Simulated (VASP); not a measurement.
Wanted: the native input for a VASP 6.6.1 run.

* Task: single point
* Functional: LDA
* Potentials or basis: VASP PAW LDA potentials, release 64 (Mg_sv, O)
* Cutoff: 750 eV
* k mesh: 12 × 12 × 6
* Occupations: gaussian, width 0.05 eV
* Spin: no spin polarisation
* Dipole correction: no
* Mended: yes
* Further INCAR settings: ALGO = Normal; EDIFF = 1e-06; NBANDS = 24

The structure of MgO lies in POSCAR:

```
MgO
1.0
    3.4863778627      0.0000000000      0.0000000000
   -1.7431889314      3.0192917963      0.0000000000
    0.0000000000      0.0000000000      4.1780412200
Mg O
2 2
Direct
    0.6666666667      0.3333333333      0.7500000000
    0.3333333333      0.6666666667      0.2500000000
    0.6666666667      0.3333333333      0.2500000000
    0.3333333333      0.6666666667      0.7500000000
```

The input as run:

INCAR

```
PREC = Accurate
ENCUT = 750
EDIFF = 1E-6
ISMEAR = 0
SIGMA = 0.05
LREAL = False
LASPH = True
NELM = 120
ALGO = Normal
ISIF = 2
LWAVE = False
LCHARG = True
GGA = CA
LELF = True
LVHAR = True
NBANDS = 24
GGA_COMPAT = False
```

KPOINTS

```
regular mesh
0
Gamma
  12 12 6
```

Potentials or basis: VASP PAW LDA potentials, release 64 (Mg_sv, O).

Command:

```bash
$ cat potpaw_LDA.64/Mg_sv/POTCAR potpaw_LDA.64/O/POTCAR > POTCAR
$ mpirun -np 1 vasp_std > vasp.out
```

Results of the run:

* Pressure: -4.0 GPa
* Band gap on the k mesh: 3.34 eV

Caveat: the cell stands under tension.

Wall time 41 s on 1 thread of Intel(R) Xeon(R) 6975P-C (Granite Rapids), with other jobs on the host, peak memory 0.23 GiB.
